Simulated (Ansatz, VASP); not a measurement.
## InSe2 in VASP and in Ansatz

Contents of INCAR:

```
SYSTEM = InSe2
  ALGO = Normal
  EDIFF = 1E-7
  ENCUT = 520
  GGA = PE
  ISIF = 2
  ISMEAR = 0
  LASPH = .True.
  LCHARG = .False.
  LREAL = .False.
  LWAVE = .False.
  NBANDS = 34
  NELM = 80
  PREC = Accurate
  SIGMA = 0.15
```

Contents of KPOINTS:

```
k-points
0
Gamma
  12 12 6
  0 0 0
```

POSCAR

```
InSe2
1.0
    3.8873932726      0.0000000000      0.0000000000
    0.0000000000      3.8873932726      0.0000000000
    0.0000000000      0.0000000000     10.5111377570
In Se
2 4
Direct
    0.0000000000      0.5000000000      0.7035851637
    0.5000000000      0.0000000000      0.2964148363
    0.0000000000      0.5000000000      0.3657877574
    0.5000000000      0.0000000000      0.6342122426
    0.0000000000      0.0000000000      0.0000000000
    0.5000000000      0.5000000000      0.0000000000
```

Input for Ansatz:

```yaml
crystal:
  lattice:
    - [3.8873932726, 0.0, 0.0]
    - [0.0, 3.8873932726, 0.0]
    - [0.0, 0.0, 10.511137757]
  atoms:
    - { symbol: In, position: [0.0, 0.5, 0.7035851637] }
    - { symbol: In, position: [0.5, 0.0, 0.2964148363] }
    - { symbol: Se, position: [0.0, 0.5, 0.3657877574] }
    - { symbol: Se, position: [0.5, 0.0, 0.6342122426] }
    - { symbol: Se, position: [0.0, 0.0, 0.0] }
    - { symbol: Se, position: [0.5, 0.5, 0.0] }
basis:
  ecutwfc: 420
kpoints:
  mp_grid: { grid: [12, 12, 6] }
hamiltonian:
  xc: pbe
scf:
  occupations: { method: gaussian, width: 0.15 }
output:
  forces: true
  stress: true
  eigenvalues: true
```

Change from the starting cell: strain +0.000 along x and y, +0.080 along z, atoms carried along.

Alike in both runs: task single point; functional PBE; k mesh 12 × 12 × 6; occupations gaussian, width 0.15 eV; no spin polarisation.

```csv
,VASP,Ansatz
version,VASP 6.6.1,Ansatz 0.2.0
potentials or method,"VASP PAW PBE potentials, release 64 (In_d, Se), cutoff 520 eV","scalar-relativistic, plane waves, PAW"
valence electrons in the cell,50,90
```

```tsv
	VASP	Ansatz	Ansatz less VASP
gap on the k mesh at the Fermi level (eV)	none	none	-
pressure (GPa)	-1.5	-1.5	-0.01
traceless stress, the component that is largest in VASP (GPa)	-0.99	-0.97	+0.020
rms of the force components (eV/Å)	0.051	0.051	+0.0003
```

Atom by atom the forces differ by 0.000 eV/Å (rms over components). A gap of «none» marks a metal or a gap that the smearing closes. VASP's potentials hold 50 valence electrons a cell and Ansatz's 90, so a difference there can come from the potentials and not from the codes.
